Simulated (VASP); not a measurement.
Write the native input for VASP 6.6.1 that does the following.

| Item | Value |
| --- | --- |
| Task | relaxation of cell and atoms |
| Functional | PBE |
| Potentials or basis | VASP PAW PBE potentials, release 64 (Li_sv, B) |
| Cutoff | 600 eV |
| k mesh | 6 × 6 × 4 |
| Occupations | gaussian, width 0.1 eV |
| Spin | no spin polarisation |
| Dipole correction | no |
| Further INCAR settings | ALGO = Normal; EDIFF = 1e-06; IBRION = 2; EDIFFG = -0.04; NSW = 90; ISIF = 3 |

The structure of LiB7 lies in POSCAR:

```
LiB7
1.0
    3.6465191700      0.0000000000      0.0000000000
   -1.8232595800      3.1579782400      0.0000000000
    0.0000000000      0.0000000000      6.7059487500
Li B
1 7
Direct
    0.6666666700      0.3333333300      0.5000000000
    0.0000000000      0.0000000000      0.6666666700
    0.0000000000      0.0000000000      0.0000000000
    0.0000000000      0.0000000000      0.3333333300
    0.3333333300      0.6666666700      0.8333333300
    0.3333333300      0.6666666700      0.1666666700
    0.6666666700      0.3333333300      0.8333333300
    0.6666666700      0.3333333300      0.1666666700
```

One way to write it, as run:

INCAR

```
PREC = Accurate
ENCUT = 600
EDIFF = 1E-6
ISMEAR = 0
SIGMA = 0.1
LREAL = F
LASPH = T
NELM = 60
ALGO = Normal
ISIF = 3
LWAVE = F
LCHARG = F
GGA = PE
IBRION = 2
NSW = 90
EDIFFG = -0.04
```

KPOINTS

```
Automatic mesh
0
Gamma
  6 6 4
```

Potentials or basis: VASP PAW PBE potentials, release 64 (Li_sv, B).

Launch:

```console
$ cat potpaw_PBE.64/Li_sv/POTCAR potpaw_PBE.64/B/POTCAR > POTCAR
$ mpirun -np 1 vasp_std > vasp.out
```

Results of the run:

| Quantity | Value |
| --- | --- |
| Relaxed volume | 7.20 Å³/atom |
| Relaxed cell | a = 2.953 Å, b = 2.953 Å, c = 7.632 Å, α = 90.00°, β = 90.00°, γ = 120.00° |
| Space group after relaxing (to 0.05 Å) | P-6m2 (No. 187) |
| Energy gained by relaxing | 1169.2 meV/atom |
| Ionic steps | 42 |
| Pressure after relaxing | 0.2 GPa |
| Largest force after relaxing | 0.039 eV/Å |
| Band gap on the k mesh | zero (band 12 reaches 7.06 eV, above the bottom of band 13 at 6.16 eV) |

Caveat: the cutoff is under 1.25 times the usual one of these potentials, so pressure, stress and relaxed cells hold a basis-set (Pulay) error; the volume moved by over 15 % at a fixed basis, so the end points are rough.

Wall time 16 min on 1 thread of AMD EPYC 7R43 64-Core Processor (Zen 3), on a shared host, peak memory 0.17 GiB.
